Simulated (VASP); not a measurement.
Input of a VASP 6.6.1 run:

The input INCAR:

```
PREC = Accurate
ENCUT = 520
EDIFF = 1E-7
ISMEAR = 0
SIGMA = 0.05
LREAL = Auto
LASPH = True
NELM = 60
ALGO = Normal
ISIF = 2
LWAVE = False
LCHARG = False
GGA = PE
NBANDS = 48
```

KPOINTS

```
regular mesh
0
Gamma
  2 2 2
```

File POSCAR:

```
Si
1.0
    0.0000000000      5.4300000000      5.4300000000
    5.4300000000      0.0000000000      5.4300000000
    5.4300000000      5.4300000000      0.0000000000
Si
17
Direct
   -0.0662813076      0.0221897790      0.0220604972
    0.1222572744      0.1094867403      0.1092206262
    0.0102752302     -0.0167522099      0.5032360037
    0.1223043278      0.1093571823      0.6591120626
    0.0102411602      0.5034074586     -0.0169017495
    0.1222662983      0.6592011050      0.1091985267
    0.0102819521      0.5033906077      0.5032311234
    0.1666798343      0.6112078269      0.6110569982
    0.4955328729     -0.0059724678     -0.0061674954
    0.5504639042      0.1499659300      0.1497570902
    0.4955413444     -0.0059715470      0.5165527624
    0.6387789134      0.1152455801      0.6229603131
    0.4955390424      0.5167581952     -0.0061703499
    0.6387550645      0.6231602210      0.1150773481
    0.5412008287      0.4863787293      0.4861949355
    0.6387837937      0.6231664825      0.6229587477
    1.1137440147      0.2954812155      0.2954670350
```

Potentials or basis: VASP PAW PBE potentials, release 64 (Si).

Launch:

```sh
$ cat potpaw_PBE.64/Si/POTCAR > POTCAR
$ mpirun -np 1 vasp_std > vasp.out
```

Question: Predict the largest force.

Answer: 0.062 eV/Å.

Question: Predict the band gap on the k mesh.

Answer: 0.04 eV.

Question: What does it give for the pressure?

Answer: 4.5 GPa.

Stress tensor (GPa, compression positive):
```
 4.47  0.42  0.42
 0.42  4.47 -0.42
 0.42 -0.42  4.47
```

Caveat: the k points lie up to 0.50 Å⁻¹ apart.
